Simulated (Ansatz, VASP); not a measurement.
LiNbO3 in VASP and in Ansatz

```
CELL_PARAMETERS angstrom
2.59475 1.49808 4.67149
-2.59475 1.49808 4.67149
0.00000 -2.99616 4.67149
ATOMIC_POSITIONS crystal
Li 0.28160 0.28160 0.28160
Li 0.78160 0.78160 0.78160
Nb 0.00045 0.00045 0.00045
Nb 0.50045 0.50045 0.50045
O 0.11044 0.35817 0.72115
O 0.72115 0.11044 0.35817
O 0.35817 0.72115 0.11044
O 0.22115 0.85817 0.61044
O 0.85817 0.61044 0.22115
O 0.61044 0.22115 0.85817
```

Alike in both runs: functional PBE; k mesh 6 × 6 × 6; occupations gaussian, width 0.02 eV; no spin polarisation.

Ansatz relaxed the structure, and its values are those at the end. VASP's run is a single point on that final structure, the one shown.

```csv
,VASP,Ansatz
version,VASP 6.6.1,Ansatz 0.2.0
potentials or method,"VASP PAW PBE potentials, release 64 (Li_sv, Nb_sv, O), cutoff 520 eV","scalar-relativistic, plane waves, PAW"
valence electrons in the cell,68,68
```

|  | VASP | Ansatz | Ansatz less VASP |
| --- | --- | --- | --- |
| gap on the k mesh at the Fermi level (eV) | 3.56 | 3.57 | +0.013 |
| least direct gap on the mesh (eV) | 3.57 | 3.59 | +0.012 |
| rms of the force components (eV/Å) | 0.008 | 0.002 | -0.0068 |

Noted on VASP's run: the cutoff is short for stress, so the pressure is rough.
